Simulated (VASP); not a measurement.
# Ta in VASP: relaxation of the atoms with PBE+D3(BJ)

Aim: the relaxation of the atoms of Ta with PBE+D3(BJ).

All numbers are computed with VASP 6.6.1; they aren't measurements. Logs are shortened: lines on timing, memory, paths and dates and some standing lists are left out, and cuts for length are marked.

## (1) The cell of the first run

The cell holds a slab with vacuum, 8 atoms: a = 4.646 Å, b = 4.646 Å, c = 23.638 Å, α = 90.00°, β = 90.00°, γ = 120.00°.

## (2) Relaxation of the atoms, PBE+D3(BJ)

The input, INCAR:

```
PREC = Accurate ; ENCUT = 520
EDIFF = 1E-6 ; ISMEAR = 0
SIGMA = 0.1 ; LREAL = F
LASPH = T ; NELM = 60
ALGO = Normal ; ISIF = 2
LWAVE = F ; LCHARG = F
LDIPOL = T ; IDIPOL = 3
DIPOL = 0.5 0.5 0.500 ; GGA = PE
IVDW = 12 ; IBRION = 2
NSW = 90 ; EDIFFG = -0.03
```

The input, KPOINTS:

```
Automatic mesh
0
Gamma
  6 6 1
```

The input, POSCAR:

```
Ta
1.0
    4.6456161668      0.0000000000      0.0000000000
   -2.3228080834      4.0232216167      0.0000000000
    0.0000000000      0.0000000000     23.6379770038
Ta
8
Selective dynamics
Direct
    0.6666666667      0.3333333333      0.3595908397  F F F
    0.3333333333      0.6666666667      0.3997077427  F F F
    0.0000000000      0.0000000000      0.4398246456  F F F
    0.6666666667      0.3333333333      0.4799415485  F F F
    0.3333333333      0.6666666667      0.5200584515  T T T
    0.0000000000      0.0000000000      0.5601753544  T T T
    0.6666666667      0.3333333333      0.6002922573  T T T
    0.3333333333      0.6666666667      0.6404091603  T T T
```

Potentials or basis: VASP PAW PBE potentials, release 64 (Ta_pv).

Run with:

```
$ cat potpaw_PBE.64/Ta_pv/POTCAR > POTCAR
$ mpirun -np 1 vasp_std > vasp.out
```

OUTCAR:

```text
PREC = Accurate
   ENCUT = 520
   EDIFF = 1E-6
   ISMEAR = 0
   LREAL = F
   LASPH = T
   NELM = 60
   ISIF = 2
   GGA = PE
   IVDW = 12
   IBRION = 2
   NSW = 90
   EDIFFG = -0.03
 IVDW          = 12

 ion  position               nearest neighbor table
   1  0.667  0.333  0.360-   4 2.84   2 2.84   2 2.84   2 2.84   3 3.28   3 3.28   3 3.28
   2  0.333  0.667  0.400-   3 2.84   5 2.84   3 2.84   3 2.84   1 2.84   1 2.84   1 2.84   4 3.28
                             4 3.28   4 3.28
   3  0.000  0.000  0.440-   2 2.84   4 2.84   6 2.84   2 2.84   4 2.84   2 2.84   4 2.84   5 3.28
                             1 3.28   1 3.28   5 3.28   1 3.28   5 3.28
   4  0.667  0.333  0.480-   3 2.84   7 2.84   1 2.84   3 2.84   3 2.84   5 2.84   5 2.84   5 2.84
                             2 3.28   2 3.28   2 3.28   6 3.28   6 3.28   6 3.28
   5  0.333  0.667  0.520-   6 2.84   2 2.84   8 2.84   6 2.84   6 2.84   4 2.84   4 2.84   4 2.84
                             7 3.28   7 3.28   7 3.28   3 3.28   3 3.28   3 3.28
   6  0.000  0.000  0.560-   7 2.84   5 2.84   3 2.84   7 2.84   5 2.84   7 2.84   5 2.84   4 3.28
                             8 3.28   4 3.28   8 3.28   4 3.28   8 3.28
   7  0.667  0.333  0.600-   6 2.84   4 2.84   6 2.84   6 2.84   8 2.84   8 2.84   8 2.84   5 3.28
                             5 3.28   5 3.28
   8  0.333  0.667  0.640-   5 2.84   7 2.84   7 2.84   7 2.84   6 3.28   6 3.28   6 3.28

  LATTYP: Found a hexagonal cell.
 ALAT       =     4.6456161668
 C/A-ratio  =     5.0882328964

  Lattice vectors:

 A1 = (   4.6456161668,   0.0000000000,   0.0000000000)
 A2 = (  -2.3228080834,   4.0232216167,   0.0000000000)
 A3 = (   0.0000000000,   0.0000000000,  23.6379770038)

Analysis of symmetry for initial positions (statically):
=====================================================================
 Subroutine PRICEL returns:
 Original cell was already a primitive cell.

 Routine SETGRP: Setting up the symmetry group for a
 hexagonal supercell.

 Subroutine GETGRP returns: Found 12 space group operations
 (whereof 12 operations were pure point group operations)
 out of a pool of 24 trial point group operations.

The static configuration has the point symmetry D_3d.

Analysis of symmetry for dynamics (positions and initial velocities):
=====================================================================
 Subroutine PRICEL returns:
 Original cell was already a primitive cell.

 Routine SETGRP: Setting up the symmetry group for a
 hexagonal supercell.

 Subroutine GETGRP returns: Found 12 space group operations
 (whereof 12 operations were pure point group operations)
 out of a pool of 24 trial point group operations.

The dynamic configuration has the point symmetry D_3d.

Analysis of constrained symmetry for selective dynamics:
=====================================================================
[... 145 lines left out ...]

 number of electron      88.0000008 magnetization

 Free energy of the ion-electron system (eV)
  ---------------------------------------------------
  ext. energy  EPLUGINS =         0.00000000
  ---------------------------------------------------
  free energy    TOTEN  =       -87.41350151 eV

  energy without entropy =      -87.36449546  energy(sigma->0) =      -87.38899849

------------------------ aborting loop because EDIFF is reached ----------------------------------------

 vacuum level on the upper side and lower side of the slab       (xc-potential included)        -0.121        -0.121

 Edisp (eV)   -3.47904

 E8    (eV) :    -1.8957

  FORCE on cell =-STRESS in cart. coord.  units (eV):
  Direction    XX          YY          ZZ          XY          YZ          ZX
  --------------------------------------------------------------------------------------
  -------------------------------------------------------------------------------------
  Total      -8.85742    -8.85742    -8.87813     0.00000     0.00000    -0.00000
  in kB     -32.12109   -32.12109   -32.19619     0.00000     0.00000    -0.00000
  external pressure =      -32.15 kB  Pullay stress =        0.00 kB
[... 115 lines left out ...]
  FREE ENERGIE OF THE ION-ELECTRON SYSTEM (eV)
  ---------------------------------------------------
  free  energy   TOTEN  =       -91.1819085978 eV

  energy  without entropy=      -91.1319482778  energy(sigma->0) =      -91.15692844

 dipolmoment           0.000000      0.000000     -0.004795 electrons x Angstroem

[... ionic steps 4 to 7 ...]

--------------------------------------- Ionic step        8  -------------------------------------------

 number of electron      88.0000002 magnetization

------------------------ aborting loop because EDIFF is reached ----------------------------------------
[... 87 lines left out ...]
--------------------------------------- Ionic step       10  -------------------------------------------

 number of electron      88.0000004 magnetization

 dipolmoment           0.000000      0.000000      0.041970 electrons x Angstroem

 Free energy of the ion-electron system (eV)
  ---------------------------------------------------
  ext. energy  EPLUGINS =         0.00000000
  ---------------------------------------------------
  free energy    TOTEN  =       -87.72529225 eV

  energy without entropy =      -87.67927117  energy(sigma->0) =      -87.70228171

 E-fermi :  -0.4830     XC(G=0):  -5.0409

 val. band max:       -0.4933039415   @ k =   0.3333   0.3333   0.0000
 cond. band min:      -0.4335684058   @ k =   0.3333   0.0000   0.0000
 fundamental gap:      0.0597355357
 Fermi energy:        -0.4829858505

 k-point     1 :       0.0000    0.0000    0.0000
  band No.  band energies     occupation
      1     -35.1183      2.00000
      2     -34.9575      2.00000
      3     -34.9031      2.00000
      4     -34.9031      2.00000
      5     -34.7684      2.00000
      6     -34.7684      2.00000
[... 374 lines left out ...]
     51       0.8551      0.00000
     52       1.1326      0.00000

------------------------ aborting loop because EDIFF is reached ----------------------------------------

 vacuum level on the upper side and lower side of the slab       (xc-potential included)         0.193        -0.205

 Edisp (eV)   -3.51932

 E8    (eV) :    -1.9190

  FORCE on cell =-STRESS in cart. coord.  units (eV):
  Direction    XX          YY          ZZ          XY          YZ          ZX
  --------------------------------------------------------------------------------------
  -------------------------------------------------------------------------------------
  Total      -5.95446    -5.95446    -3.80723     0.00000     0.00000     0.00000
  in kB     -21.59362   -21.59362   -13.80678     0.00000     0.00000     0.00000
  external pressure =      -19.00 kB  Pullay stress =        0.00 kB
[... 23 lines left out ...]
  FREE ENERGIE OF THE ION-ELECTRON SYSTEM (eV)
  ---------------------------------------------------
  free  energy   TOTEN  =       -91.2446168880 eV

  energy  without entropy=      -91.1985958042  energy(sigma->0) =      -91.22160635

 reached required accuracy - stopping structural energy minimisation

 vacuum level on the upper side and lower side of the slab         3.299         2.893
```

OSZICAR:

```text
N       E                     dE             d eps       ncg     rms          rms(c)
DAV:   1     0.749899817758E+03    0.74990E+03   -0.48606E+04   944   0.146E+03
DAV:   2    -0.547396753744E+02   -0.80464E+03   -0.79245E+03   856   0.383E+02
DAV:   3    -0.953935083569E+02   -0.40654E+02   -0.39360E+02   936   0.710E+01
[... 155 lines left out ...]
DAV:   5    -0.877252998230E+02    0.11354E-03   -0.12661E-03   960   0.170E-01    0.386E-02
DAV:   6    -0.877253002566E+02   -0.43357E-06   -0.27713E-04   952   0.962E-02    0.221E-02
DAV:   7    -0.877252930691E+02    0.71875E-05   -0.10363E-04   936   0.610E-02    0.855E-03
DAV:   8    -0.877252925158E+02    0.55336E-06   -0.15193E-05   776   0.219E-02    0.405E-03
DAV:   9    -0.877252922504E+02    0.26535E-06   -0.30546E-06   588   0.117E-02
  10 F= -.91244617E+02 E0= -.91221606E+02  d E =-.637239E-03
```

It took 31 min on 1 thread of Intel Xeon Platinum 8488C (Sapphire Rapids), shared host; peak memory 0.6 GiB.

Results:

```
Free energy                : -91.2446 eV
Energy gained by relaxing  : 44.0 meV/atom
Ionic steps                : 10
Band gap on the k mesh     : zero (bands 44 and 45 overlap by 0.38 eV)
Dispersion energy per atom : -0.440 eV
```

The path:
```tsv
step	energy change (eV)	largest force on free atoms (eV/Å)	pressure (GPa)
1	0.0000	1.9487	-3.21
2	-0.2009	1.1999	-2.91
3	-0.2894	1.0435	-2.42
4	-0.3318	0.3746	-2.34
5	-0.3362	0.3604	-2.29
6	-0.3439	0.2088	-2.22
7	-0.3484	0.1709	-2.11
8	-0.3514	0.0869	-1.96
9	-0.3514	0.0900	-1.94
10	-0.3521	0.0185	-1.90
```

Final structure:
```
Ta
1.0
     4.64562    0.00000    0.00000
    -2.32281    4.02322    0.00000
     0.00000    0.00000   23.63798
Ta
8
Direct
  0.66667 0.33333 0.35959
  0.33333 0.66667 0.39971
  0.00000 0.00000 0.43982
  0.66667 0.33333 0.47994
  0.33333 0.66667 0.51663
  0.00000 0.00000 0.56391
  0.66667 0.33333 0.59896
  0.33333 0.66667 0.62809
```

Caveat: spin-orbit coupling is left out, which moves the levels of the heavy elements.
